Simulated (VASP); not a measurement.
A run of VASP 6.6.1:

INCAR

```
SYSTEM = Ti
PREC = Accurate
ENCUT = 600
EDIFF = 1E-7
ISMEAR = -1
SIGMA = 0.05
LREAL = .False.
LASPH = .True.
NELM = 100
ALGO = Fast
ISIF = 3
LWAVE = .False.
LCHARG = .False.
GGA = RE
IBRION = 2
NSW = 60
EDIFFG = -0.01
```

The input KPOINTS:

```
regular mesh
0
Gamma
  11 11 11
  0 0 0
```

The input POSCAR:

```
Ti
1.0
    0.0000000000      2.0300000000      2.0300000000
    2.0300000000      0.0000000000      2.0300000000
    2.0300000000      2.0300000000      0.0000000000
Ti
1
Direct
    0.0000000000      0.0000000000      0.0000000000
```

Potentials or basis: VASP PAW PBE potentials, release 64 (Ti_sv).

Run with:

```console
$ cat potpaw_PBE.64/Ti_sv/POTCAR > POTCAR
$ mpirun -np 1 vasp_std > vasp.out
```

Hardware: 1 thread of Intel(R) Xeon(R) 6975P-C (Granite Rapids), with other jobs on the host.

Q: How long does it take, and how much memory?

A: Run time: 68 s on 1 thread of Intel(R) Xeon(R) 6975P-C (Granite Rapids) (shared host), peak memory 0.15 GiB. Counts: scf iterations 148, k points 56, ion steps 3.
